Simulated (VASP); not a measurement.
# MoS2 (P6_3/mmc) in VASP: notebook

Runs on MoS2. Level: PBE. Tasks: single point.

Program: VASP 6.6.1. These are calculated values, not measurements. Logs are shortened: lines on timing, memory, paths and dates and some standing lists are left out, and cuts for length are marked.

**1. The cell of the first run**

It takes space group P6_3/mmc (No. 194, hexagonal). Conventional cell: a = 3.181 Å, b = 3.181 Å, c = 12.695 Å, α = 90.00°, β = 90.00°, γ = 120.00°. Mo (site symmetry -6m2) has 6 S at 2.41 Å and 6 Mo at 3.18 Å within 3.2 Å. Within 3.2 Å of S (site symmetry 3m) lie 3 Mo at 2.41 Å and 7 S at 3.12 to 3.18 Å.

**2. Single point, PBE, collinear spin (18.54 Å³/atom)**

INCAR reads:

```
SYSTEM = MoS2
ALGO     = Normal         ! electronic algorithm
EDIFF    = 1E-6           ! SCF threshold, eV
ENCUT    = 500            ! plane-wave cutoff, eV
GGA      = PE             ! functional
GGA_COMPAT= .FALSE.      
ISIF     = 2              ! what is computed and relaxed
ISMEAR   = -1             ! smearing method
ISPIN    = 2              ! spin polarisation
LASPH    = .TRUE.         ! aspherical terms in the spheres
LCHARG   = .FALSE.        ! write CHGCAR
LMAXMIX  = 4              ! l up to which the mixer works
LORBIT   = 11             ! projections on sites
LREAL    = .FALSE.        ! projectors in reciprocal space
LWAVE    = .FALSE.        ! write WAVECAR
MAGMOM   = 2 2 0 0 0 0    ! initial moments
NBANDS   = 39             ! bands
NELM     = 200            ! most SCF steps
PREC     = Accurate       ! precision mode
SIGMA    = 0.02           ! smearing width, eV
```

KPOINTS reads:

```
k-points
0
G
  16 16 4
  0 0 0
```

POSCAR reads:

```
MoS2
1.0
    3.1813205280      0.0000000000      0.0000000000
   -1.5906602640      2.7551043948      0.0000000000
    0.0000000000      0.0000000000     12.6948873299
Mo S
2 4
Direct
    0.3333333333      0.6666666667      0.2500000000
    0.6666666667      0.3333333333      0.7500000000
    0.3333333333      0.6666666667      0.6270983803
    0.6666666667      0.3333333333      0.1270983803
    0.3333333333      0.6666666667      0.8729016197
    0.6666666667      0.3333333333      0.3729016197
```

Potentials or basis: VASP PAW PBE potentials, release 64 (Mo_sv, S).

The run is started by

```console
cat potpaw_PBE.64/Mo_sv/POTCAR potpaw_PBE.64/S/POTCAR > POTCAR
mpirun -np 1 vasp_std > vasp.out
```

OUTCAR:

```text
SYSTEM = MoS2
   EDIFF = 1E-6
   ENCUT = 500
   GGA = PE
   ISIF = 2
   ISMEAR = -1
   ISPIN = 2
   LASPH = .TRUE.
   LORBIT = 11
   LREAL = .FALSE.
   NELM = 200
   PREC = Accurate

 ion  position               nearest neighbor table
   1  0.333  0.667  0.250-   4 2.41   6 2.41   4 2.41   6 2.41   4 2.41   6 2.41
   2  0.667  0.333  0.750-   3 2.41   5 2.41   3 2.41   5 2.41   3 2.41   5 2.41
   3  0.333  0.667  0.627-   2 2.41   2 2.41   2 2.41
   4  0.667  0.333  0.127-   1 2.41   1 2.41   1 2.41
   5  0.333  0.667  0.873-   2 2.41   2 2.41   2 2.41
   6  0.667  0.333  0.373-   1 2.41   1 2.41   1 2.41

  LATTYP: Found a hexagonal cell.
 ALAT       =     3.1813205280
 C/A-ratio  =     3.9904458599

  Lattice vectors:

 A1 = (   3.1813205280,   0.0000000000,   0.0000000000)
 A2 = (  -1.5906602640,   2.7551043948,   0.0000000000)
 A3 = (   0.0000000000,   0.0000000000,  12.6948873299)

Analysis of symmetry for initial positions (statically):
=====================================================================
 Subroutine PRICEL returns:
 Original cell was already a primitive cell.

 Routine SETGRP: Setting up the symmetry group for a
 hexagonal supercell.

 Subroutine GETGRP returns: Found 24 space group operations
 (whereof 12 operations were pure point group operations)
 out of a pool of 24 trial point group operations.

The static configuration has the point symmetry D_3d.
 The point group associated with its full space group is D_6h.

Analysis of symmetry for dynamics (positions and initial velocities):
=====================================================================
 Subroutine PRICEL returns:
 Original cell was already a primitive cell.

 Routine SETGRP: Setting up the symmetry group for a
 hexagonal supercell.

 Subroutine GETGRP returns: Found 24 space group operations
 (whereof 12 operations were pure point group operations)
 out of a pool of 24 trial point group operations.

The dynamic configuration has the point symmetry D_3d.
 The point group associated with its full space group is D_6h.

Analysis of structural, dynamic, and magnetic symmetry:
=====================================================================
 Subroutine PRICEL returns:
 Original cell was already a primitive cell.

 Routine SETGRP: Setting up the symmetry group for a
 hexagonal supercell.

 Subroutine GETGRP returns: Found 24 space group operations
 (whereof 12 operations were pure point group operations)
 out of a pool of 24 trial point group operations.

The overall configuration has the point symmetry D_3d.
 The point group associated with its full space group is D_6h.

 Subroutine INISYM returns: Found 24 space group operations
 (whereof 12 operations are pure point group operations),
 and found     1 'primitive' translations

----------------------------------------------------------------------------------------

                                     Primitive cell

  volume of cell :     111.2690

  direct lattice vectors                    reciprocal lattice vectors
     3.181320528  0.000000000  0.000000000     0.314334878  0.181481326  0.000000000
    -1.590660264  2.755104395  0.000000000     0.000000000  0.362962653  0.000000000
     0.000000000  0.000000000 12.694887330     0.000000000  0.000000000  0.078771869

  length of vectors
     3.181320528  3.181320528 12.694887330     0.362962653  0.362962653  0.078771869

  position of ions in fractional coordinates (direct lattice)
     0.333333333  0.666666667  0.250000000
     0.666666667  0.333333333  0.750000000
     0.333333333  0.666666667  0.627098380
     0.666666667  0.333333333  0.127098380
     0.333333333  0.666666667  0.872901620
     0.666666667  0.333333333  0.372901620

  ion indices of the primitive-cell ions
   primitive index   ion index
                 1           1
                 2           2
                 3           3
                 4           4
                 5           5
                 6           6
[... 29 lines left out ...]
  0.000000  0.000000  0.000000      1.000000
  0.062500  0.000000  0.000000      6.000000
  0.125000  0.000000  0.000000      6.000000
  0.187500  0.000000  0.000000      6.000000
  0.250000  0.000000  0.000000      6.000000
  0.312500  0.000000  0.000000      6.000000
[... 16 lines left out ...]
  0.187500  0.187500  0.000000      6.000000
  0.250000  0.187500  0.000000     12.000000
 [... further k-points ...]
   k-points           NKPTS =     90   k-points in BZ     NKDIM =     90   number of bands    NBANDS=     39
   number of dos      NEDOS =    301   number of ions     NIONS =      6
   total plane-waves  NPLWV =  55296
   dimension x,y,z NGX =    24 NGY =   24 NGZ =   96
   dimension x,y,z NGXF=    48 NGYF=   48 NGZF=  192
   ions per type =               2   4
   NGX,Y,Z   is equivalent  to a cutoff of  12.54, 12.54, 12.57 a.u.
   NGXF,Y,Z  is equivalent  to a cutoff of  25.08, 25.08, 25.14 a.u.
 SYSTEM =  MoS2
   PREC   = accura    normal or accurate (medium, high low for compatibility)
   ISTART =      0    job   : 0-new  1-cont  2-samecut
   ICHARG =      2    charge: 1-file 2-atom 10-const
   ISPIN  =      2    spin polarized calculation?
   LNONCOLLINEAR =      F non collinear calculations
   LSORBIT =      F    spin-orbit coupling
   LASPH  =      T    aspherical Exc in radial PAW
   ENCUT  =  500.0 eV  36.75 Ry    6.06 a.u.   5.80  5.80 23.15*2*pi/ulx,y,z
   NELM   =    200;   NELMIN=  2; NELMDL= -5     # of ELM steps
   EDIFF  = 0.1E-05   stopping-criterion for ELM
   LREAL  =      F    real-space projection
   EDIFFG = 0.1E-04   stopping-criterion for IOM
   NSW    =      0    number of steps for IOM
   IBRION =     -1    ionic relax: 0-MD 1-quasi-New 2-CG
   NFREE  =      0    steps in history (QN), initial steepest desc. (CG)
   ISIF   =      2    stress and relaxation
   ISYM   =      2    0-nonsym 1-usesym 2-fastsym
   POTIM  = 0.5000    time-step for ionic-motion
   TEBEG  =    0.0;   TEEND  =   0.0 temperature during run
   PSTRESS=    0.0 pullay stress
   NELECT =      52.0000    total number of electrons
   NUPDOWN=      -1.0000    fix difference up-down
   EMIN   =  10.00;   EMAX   =-10.00  energy-range for DOS
   EFERMI =   0.00;   METHOD = LEGACY
   ISMEAR =    -1;   SIGMA  =   0.02  broadening in eV -4-tet -1-fermi 0-gaus
   EFERMI_NEDOS =   21; number of points for ismear=-14 and -15
   IALGO  =     38    algorithm
   IMIX   =      4    mixing-type and parameters
     AMIX     =   0.40;   BMIX     =  1.00
     AMIX_MAG =   1.60;   BMIX_MAG =  1.00
  volume/ion in A,a.u.               =      18.54       125.15
  Fermi-wavevector in a.u.,A,eV,Ry     =   1.270431  2.400767 21.959743  1.613996
  Thomas-Fermi vector in A             =   2.403419
   LORBIT       =     11    0 simple, 1 ext, 2 COOP (PROOUT), +10 PAW based schemes
   GGA     = PE    functional components
   LHFCALC =     F    Hartree Fock is set to
   AEXX    =    0.0000 exact exchange contribution
   IVDW    =     0    specifies the selected vdW correction
   LEPSILON=     F    determine dielectric tensor
   LRPA    =     F    only Hartree local field effects (RPA)
 spin polarized calculation
  energy-cutoff  :      500.00
  volume of cell :      111.27
 maximum number of plane-waves:      2854
 NGX is ok and might be reduce to    24
   NGX = 11   NGY = 11   NGZ = 47

 number of electron      51.9999998 magnetization       0.0004589

 Free energy of the ion-electron system (eV)
  ---------------------------------------------------
  ext. energy  EPLUGINS =         0.00000000
  ---------------------------------------------------
  free energy    TOTEN  =       -43.66473727 eV

  energy without entropy =      -43.66473727  energy(sigma->0) =      -43.66473727

 E-fermi :   7.2895     XC(G=0): -10.5615

 val. band max:        6.9365599396   @ k =   0.0000   0.0000   0.0000
 cond. band min:       7.9882421940   @ k =   0.1875   0.1875   0.0000
 fundamental gap:      1.0516822544
 Fermi energy:         7.2895010342

 spin component 1

 k-point     1 :       0.0000    0.0000    0.0000
  band No.  band energies     occupation
      1     -54.5018      1.00000
      2     -54.5018      1.00000
      3     -28.6431      1.00000
      4     -28.6431      1.00000
      5     -28.4380      1.00000
      6     -28.4380      1.00000
[... 973 lines left out ...]
     37      14.8261      0.00000
     38      15.3824      0.00000

 [... further k-points ...]

 spin component 2

 k-point     1 :       0.0000    0.0000    0.0000
  band No.  band energies     occupation
      1     -54.5018      1.00000
      2     -54.5018      1.00000
      3     -28.6432      1.00000
      4     -28.6431      1.00000
      5     -28.4381      1.00000
      6     -28.4381      1.00000
[... 973 lines left out ...]
     37      14.8262      0.00000
     38      15.3826      0.00000

 [... further k-points ...]

 [bands above 38 left out]

------------------------ aborting loop because EDIFF is reached ----------------------------------------

  FORCE on cell =-STRESS in cart. coord.  units (eV):
  Direction    XX          YY          ZZ          XY          YZ          ZX
  --------------------------------------------------------------------------------------
  -------------------------------------------------------------------------------------
  Total        0.4214083      0.4214083      0.9883562     -0.0000000      0.0000000      0.0000000
  in kB        6.0679126      6.0679126     14.2314686     -0.0000000      0.0000000      0.0000000
  external PRESSURE =       8.7890979 kB  Pullay stress =       0.0000000 kB

 VOLUME and BASIS-vectors are now :
 -----------------------------------------------------------------------------
  energy-cutoff  :      500.00
  volume of cell :      111.27
      direct lattice vectors                 reciprocal lattice vectors
     3.181320528  0.000000000  0.000000000     0.314334878  0.181481326  0.000000000
    -1.590660264  2.755104395  0.000000000     0.000000000  0.362962653  0.000000000
     0.000000000  0.000000000 12.694887330     0.000000000  0.000000000  0.078771869

 POSITION                                       TOTAL-FORCE (eV/Angst)
 -----------------------------------------------------------------------------------
     -0.00000      1.83674      3.17372        -0.000000      0.000000      0.000000
      1.59066      0.91837      9.52117        -0.000000     -0.000000      0.000000
     -0.00000      1.83674      7.96094         0.000000     -0.000000      0.008002
      1.59066      0.91837      1.61350        -0.000000      0.000000      0.008002
     -0.00000      1.83674     11.08139         0.000000     -0.000000     -0.008002
      1.59066      0.91837      4.73394        -0.000000      0.000000     -0.008002
 -----------------------------------------------------------------------------------
    total drift:                               -0.000000      0.000000     -0.000000

  FREE ENERGIE OF THE ION-ELECTRON SYSTEM (eV)
  ---------------------------------------------------
  free  energy   TOTEN  =       -43.6647372721 eV

  energy  without entropy=      -43.6647372721  energy(sigma->0) =      -43.66473727

 total charge

# of ion       s       p       d       tot
------------------------------------------
    1        2.289   6.217   3.936  12.442
    2        2.289   6.217   3.936  12.442
    3        1.364   2.338   0.000   3.702
    4        1.364   2.338   0.000   3.702
    5        1.364   2.338   0.000   3.702
    6        1.364   2.338   0.000   3.702
--------------------------------------------------
tot         10.034  21.786   7.872  39.693

 magnetization (x)

# of ion       s       p       d       tot
------------------------------------------
    1        0.000  -0.000  -0.000  -0.000
    2        0.000  -0.000  -0.000  -0.000
    3        0.000   0.000   0.000   0.000
    4        0.000   0.000   0.000   0.000
    5        0.000   0.000   0.000   0.000
    6        0.000   0.000   0.000   0.000
--------------------------------------------------
tot          0.000   0.000  -0.000  -0.000
```

It took 8.5 min on 1 thread of Intel Xeon Platinum 8488C (Sapphire Rapids), shared host; peak memory 0.62 GiB.

Results:

```yaml
Free_energy: -43.6647 eV
Pressure: 0.9 GPa
Largest_force: 0.008 eV/Å
Band_gap_on_the_k_mesh: 1.05 eV (least direct gap 1.72 eV)
Net_moment: 0.00 μB per cell
Valence_electrons_inside_the_program's_atomic_spheres: Mo 12.44; S 3.70
```

Forces in eV/Å, atoms in the order of the input:
```
Mo   0.000  0.000  0.000
Mo   0.000  0.000  0.000
S    0.000  0.000  0.008
S    0.000  0.000  0.008
S    0.000  0.000 -0.008
S    0.000  0.000 -0.008
```

Levels at points of the mesh, in eV from the valence-band top:
Spin up:
| k point | band 22 | band 23 | band 24 | band 25 | band 26 | band 27 | band 28 | band 29 | band 30 | band 31 |
| --- | --- | --- | --- | --- | --- | --- | --- | --- | --- | --- |
| (0.00, 0.00, 0.00) | -2.07 | -2.07 | -1.31 | -0.97 | 0.00 | 2.17 | 2.17 | 2.19 | 2.19 | 2.37 |
| (0.50, 0.00, 0.00) | -2.39 | -1.63 | -1.50 | -1.27 | -1.19 | 1.66 | 1.69 | 2.08 | 2.28 | 2.99 |
| (0.00, 0.00, 0.50) | -2.09 | -2.09 | -2.09 | -0.27 | -0.27 | 2.18 | 2.18 | 2.18 | 2.18 | 2.43 |
| (0.50, 0.00, 0.50) | -2.49 | -1.57 | -1.57 | -1.22 | -1.22 | 1.67 | 1.67 | 2.19 | 2.19 | 3.30 |
Spin down:
| k point | band 23 | band 24 | band 25 | band 26 | band 27 | band 28 | band 29 | band 30 |
| --- | --- | --- | --- | --- | --- | --- | --- | --- |
| (0.00, 0.00, 0.00) | -2.07 | -1.31 | -0.97 | 0.00 | 2.17 | 2.17 | 2.19 | 2.19 |
| (0.50, 0.00, 0.00) | -1.63 | -1.50 | -1.27 | -1.19 | 1.66 | 1.69 | 2.08 | 2.28 |
| (0.00, 0.00, 0.50) | -2.09 | -2.09 | -0.27 | -0.27 | 2.18 | 2.18 | 2.18 | 2.18 |
| (0.50, 0.00, 0.50) | -1.57 | -1.57 | -1.22 | -1.22 | 1.67 | 1.67 | 2.19 | 2.19 |

Caveat: this functional lacks dispersion, which binds layers or chains, so the pressure and a relaxed spacing across them are unreliable.

**3. Single point, PBE, collinear spin (17.12 Å³/atom)**

This run uses another cell than the first one, of 17.12 Å³/atom.

INCAR reads:

```
SYSTEM = MoS2
PREC = Accurate
ENCUT = 500
EDIFF = 1E-6
ISMEAR = -1
SIGMA = 0.02
LREAL = .FALSE.
LASPH = .TRUE.
NELM = 200
ALGO = Normal
ISIF = 2
LWAVE = .FALSE.
LCHARG = .FALSE.
ISPIN = 2
MAGMOM = 2 2 0 0 0 0
LORBIT = 11
LMAXMIX = 4
GGA = PE
NBANDS = 39
GGA_COMPAT = .FALSE.
```

KPOINTS reads:

```
Automatic mesh
0
G
  16 16 4
  0 0 0
```

POSCAR reads:

```
MoS2
1.0
    3.0975623654      0.0000000000      0.0000000000
   -1.5487811827      2.6825676982      0.0000000000
    0.0000000000      0.0000000000     12.3606549165
Mo S
2 4
Direct
    0.3333333333      0.6666666667      0.2500000000
    0.6666666667      0.3333333333      0.7500000000
    0.3333333333      0.6666666667      0.6216985529
    0.6666666667      0.3333333333      0.1216985529
    0.3333333333      0.6666666667      0.8783014471
    0.6666666667      0.3333333333      0.3783014471
```

Potentials or basis: VASP PAW PBE potentials, release 64 (Mo_sv, S).

The run is started by

```console
cat potpaw_PBE.64/Mo_sv/POTCAR potpaw_PBE.64/S/POTCAR > POTCAR
mpirun -np 1 vasp_std > vasp.out
```

Run time: 6.5 min. Hardware: 1 thread of Intel Xeon 6975P-C (Granite Rapids), shared host; peak memory 0.58 GiB.

It converged, with:

* Free energy: -43.4596 eV
* Pressure: 6.9 GPa
* Largest force: 0.012 eV/Å
* Band gap on the k mesh: 0.94 eV (least direct gap 1.97 eV)
* Net moment: 0.00 μB per cell
* Valence electrons inside the program's atomic spheres: Mo 12.53; S 3.71

Forces on the atoms (eV/Å):
```
Mo   0.000  0.000  0.000
Mo   0.000  0.000  0.000
S    0.000  0.000  0.012
S    0.000  0.000  0.012
S    0.000  0.000 -0.012
S    0.000  0.000 -0.012
```

Stress tensor (GPa, compression positive):
```
8.83 0.00 0.00
0.00 8.83 0.00
0.00 0.00 3.16
```

Levels at points of the mesh, in eV from the valence-band top:
Spin up:
| k point | band 22 | band 23 | band 24 | band 25 | band 26 | band 27 | band 28 | band 29 | band 30 | band 31 |
| --- | --- | --- | --- | --- | --- | --- | --- | --- | --- | --- |
| (0.00, 0.00, 0.00) | -1.78 | -1.78 | -1.28 | -1.22 | 0.00 | 2.46 | 2.46 | 2.49 | 2.49 | 2.57 |
| (0.50, 0.00, 0.00) | -2.52 | -1.37 | -1.26 | -1.19 | -1.16 | 2.06 | 2.10 | 2.33 | 2.69 | 3.09 |
| (0.00, 0.00, 0.50) | -1.80 | -1.80 | -1.80 | -0.30 | -0.30 | 2.46 | 2.46 | 2.46 | 2.46 | 2.67 |
| (0.50, 0.00, 0.50) | -2.66 | -1.27 | -1.27 | -1.22 | -1.22 | 2.08 | 2.08 | 2.52 | 2.52 | 3.47 |
Spin down:
| k point | band 24 | band 25 | band 26 | band 27 | band 28 | band 29 |
| --- | --- | --- | --- | --- | --- | --- |
| (0.00, 0.00, 0.00) | -1.28 | -1.22 | 0.00 | 2.46 | 2.46 | 2.49 |
| (0.50, 0.00, 0.00) | -1.26 | -1.19 | -1.16 | 2.06 | 2.10 | 2.33 |
| (0.00, 0.00, 0.50) | -1.80 | -0.30 | -0.30 | 2.46 | 2.46 | 2.46 |
| (0.50, 0.00, 0.50) | -1.27 | -1.22 | -1.22 | 2.08 | 2.08 | 2.52 |

Caveat: the stress differs along the axes, from 3 to 9 GPa; this functional lacks dispersion, which binds layers or chains, so the pressure and a relaxed spacing across them are unreliable.
